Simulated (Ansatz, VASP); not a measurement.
# TaN in VASP and in Ansatz

```
Ta N
1.0
     5.22533    0.00000    0.00000
    -2.61267    4.52527    0.00000
     0.00000    0.00000    2.92723
Ta N
3 3
Direct
  0.00000 0.00000 0.00000
  0.33333 0.66667 0.50000
  0.66666 0.33333 0.50000
  0.50000 0.00000 0.00000
  0.50000 0.50000 0.00000
  0.00000 0.50000 0.00000
```

Alike in both runs: task single point; functional r2SCAN; k mesh 8 × 8 × 11; no spin polarisation.

|  | VASP | Ansatz |
| --- | --- | --- |
| version | VASP 6.6.1 | Ansatz 0.2.0 |
| potentials or method | VASP PAW PBE potentials, release 64 (Ta_pv, N), cutoff 520 eV | PAW plane waves |
| occupations | fermi-dirac, width 0.1 eV | fermi-dirac |
| valence electrons in the cell | 48 | 54 |

```tsv
	VASP	Ansatz	Ansatz less VASP
pressure (GPa)	0.1	-1.5	-1.62
traceless stress, the component that is largest in VASP (GPa)	-2.52	-2.71	-0.184
```

VASP's potentials were made for PBE, not for r2SCAN. VASP's potentials hold 48 valence electrons a cell and Ansatz's 54, so a difference there can come from the potentials and not from the codes. Ansatz's warnings: structure snapped to symmetry.

Neither program's run includes spin-orbit coupling.
